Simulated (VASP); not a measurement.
# Ir (P6_3/mmc) in VASP: further runs, part 2 of 2

VASP 6.6.1. Earlier steps stand in the parts before.

**3. Single point, PBEsol**

The input, INCAR:

```
SYSTEM = Ir
ALGO = Fast ; EDIFF = 1E-6
ENCUT = 520 ; GGA = PS
ISIF = 2 ; ISMEAR = -1
LASPH = .TRUE. ; LCHARG = .FALSE.
LREAL = .FALSE. ; LWAVE = .FALSE.
NBANDS = 16 ; NELM = 80
PREC = Accurate ; SIGMA = 0.05
```

The input, KPOINTS:

```
k-points
0
G
  11 11 6
  0 0 0
```

The input, POSCAR:

```
Ir
1.0
    2.8053401807      0.0000000000      0.0000000000
   -1.4026700903      2.4294958627      0.0000000000
    0.0000000000      0.0000000000      4.5498081014
Ir
2
Direct
    0.3333333333      0.6666666667      0.2500000000
    0.6666666667      0.3333333333      0.7500000000
```

Potentials or basis: VASP PAW PBE potentials, release 64 (Ir).

The run is started by

```sh
$ cat potpaw_PBE.64/Ir/POTCAR > POTCAR
$ mpirun -np 1 vasp_std > vasp.out
```

OUTCAR:

```text
SYSTEM = Ir
   EDIFF = 1E-6
   ENCUT = 520
   GGA = PS
   ISIF = 2
   ISMEAR = -1
   LASPH = .TRUE.
   LREAL = .FALSE.
   NELM = 80
   PREC = Accurate

 ion  position               nearest neighbor table
   1  0.333  0.667  0.250-   2 2.79   2 2.79   2 2.79   2 2.79   2 2.79   2 2.79
   2  0.667  0.333  0.750-   1 2.79   1 2.79   1 2.79   1 2.79   1 2.79   1 2.79

  LATTYP: Found a hexagonal cell.
 ALAT       =     2.8053401807
 C/A-ratio  =     1.6218382828

  Lattice vectors:

 A1 = (   2.8053401807,   0.0000000000,   0.0000000000)
 A2 = (  -1.4026700903,   2.4294958627,   0.0000000000)
 A3 = (   0.0000000000,   0.0000000000,   4.5498081014)

Analysis of symmetry for initial positions (statically):
=====================================================================
 Subroutine PRICEL returns:
 Original cell was already a primitive cell.

 Routine SETGRP: Setting up the symmetry group for a
 hexagonal supercell.

 Subroutine GETGRP returns: Found 24 space group operations
 (whereof 12 operations were pure point group operations)
 out of a pool of 24 trial point group operations.

The static configuration has the point symmetry D_3d.
[... 164 lines left out ...]
 E-fermi :   8.8047     XC(G=0): -13.5687

 val. band max:        8.7972680266   @ k =   0.3636   0.1818   0.1667
 cond. band min:       8.8141286059   @ k =   0.2727   0.0909   0.3333
 fundamental gap:      0.0168605793
 Fermi energy:         8.8047193309

 k-point     1 :       0.0000    0.0000    0.0000
  band No.  band energies     occupation
      1      -1.5025      2.00000
      2       1.5363      2.00000
      3       5.3768      2.00000
      4       5.4804      2.00000
      5       5.4804      2.00000
      6       6.0478      2.00000
[... 433 lines left out ...]
      3       4.1096      2.00000
      4       4.3342      2.00000
      5       5.2196      2.00000
      6       5.7628      2.00000
[... 8 lines left out ...]
     15      23.3451      0.00000
     16      25.0509      0.00000

 [... further k-points ...]

------------------------ aborting loop because EDIFF is reached ----------------------------------------

  FORCE on cell =-STRESS in cart. coord.  units (eV):
  Direction    XX          YY          ZZ          XY          YZ          ZX
  --------------------------------------------------------------------------------------
  -------------------------------------------------------------------------------------
  Total       -5.3089946     -5.3089946     -5.4754857     -0.0000000      0.0000000      0.0000000
  in kB     -274.3014440   -274.3014440   -282.9035889     -0.0000000      0.0000000      0.0000000
  external PRESSURE =    -277.1688256 kB  Pullay stress =       0.0000000 kB

 VOLUME and BASIS-vectors are now :
 -----------------------------------------------------------------------------
  energy-cutoff  :      520.00
  volume of cell :       31.01
      direct lattice vectors                 reciprocal lattice vectors
     2.805340181  0.000000000  0.000000000     0.356463008  0.205804014  0.000000000
    -1.402670090  2.429495863  0.000000000     0.000000000  0.411608028  0.000000000
     0.000000000  0.000000000  4.549808101     0.000000000  0.000000000  0.219789490

 POSITION                                       TOTAL-FORCE (eV/Angst)
 -----------------------------------------------------------------------------------
     -0.00000      1.61966      1.13745        -0.000000      0.000000      0.000000
      1.40267      0.80983      3.41236         0.000000     -0.000000      0.000000
 -----------------------------------------------------------------------------------
    total drift:                                0.000000     -0.000000     -0.000000

  FREE ENERGIE OF THE ION-ELECTRON SYSTEM (eV)
  ---------------------------------------------------
  free  energy   TOTEN  =       -19.2133678734 eV

  energy  without entropy=      -19.1851184888  energy(sigma->0) =      -19.19924318
```

OSZICAR:

```text
N       E                     dE             d eps       ncg     rms          rms(c)
DAV:   1     0.135244999615E+03    0.13524E+03   -0.83596E+03  2048   0.111E+03
DAV:   2    -0.166435429801E+02   -0.15189E+03   -0.13644E+03  2056   0.298E+02
DAV:   3    -0.205093396816E+02   -0.38658E+01   -0.37850E+01  2880   0.558E+01
[... 11 lines left out ...]
RMM:  15    -0.192133763031E+02    0.10603E-03   -0.25393E-04  3295   0.152E-01    0.452E-02
RMM:  16    -0.192133708750E+02    0.54280E-05   -0.66516E-06  2470   0.254E-02    0.294E-02
RMM:  17    -0.192133689572E+02    0.19178E-05   -0.25677E-06  1604   0.121E-02    0.214E-02
RMM:  18    -0.192133679016E+02    0.10556E-05   -0.23974E-06  1523   0.129E-02    0.816E-03
RMM:  19    -0.192133678734E+02    0.28198E-07   -0.62173E-07  1221   0.533E-03
   1 F= -.19213368E+02 E0= -.19199243E+02  d E =-.282494E-01
```

stdout:

```text
POSCAR found type information on POSCAR Ir
 POSCAR found :  1 types and       2 ions
 scaLAPACK will be used
 -----------------------------------------------------------------------------
|                                                                             |
|                                                                             |
|     You enforced a specific xc type in the INCAR file but a different       |
|     I HOPE YOU KNOW WHAT YOU ARE DOING!                                     |
|                                                                             |
 -----------------------------------------------------------------------------

 LDA part: xc-table for (Slater+PW92), standard interpolation
 POSCAR, INCAR and KPOINTS ok, starting setup
 FFT: planning ... GRIDC
 FFT: planning ... GRID_SOFT
 FFT: planning ... GRID
 WAVECAR not read
 entering main loop
```

Run time: 18 s. Hardware: 1 thread of Intel Xeon 6975P-C (Granite Rapids), shared host; peak memory 0.17 GiB.

Results:

| Property | Result |
| --- | --- |
| Free energy | -19.2134 eV |
| Pressure | -27.7 GPa |
| Band gap on the k mesh | zero (band 9 reaches 9.63 eV, above the bottom of band 10 at 6.84 eV) |

Levels at points of the mesh, in eV from the Fermi level:
| k point | band 6 | band 7 | band 8 | band 9 | band 10 | band 11 | band 12 | band 13 |
| --- | --- | --- | --- | --- | --- | --- | --- | --- |
| (0.00, 0.00, 0.00) | -2.76 | -2.76 | -2.06 | -2.06 | -0.60 | 0.25 | 0.25 | 6.24 |
| (0.00, 0.00, 0.50) | -3.44 | -3.44 | -3.44 | -0.41 | -0.41 | -0.41 | -0.41 | 13.37 |

Caveat: the PAW data sets were made with another functional, which shifts forces and pressure a little; spin-orbit coupling is left out, which moves the levels of the heavy elements.
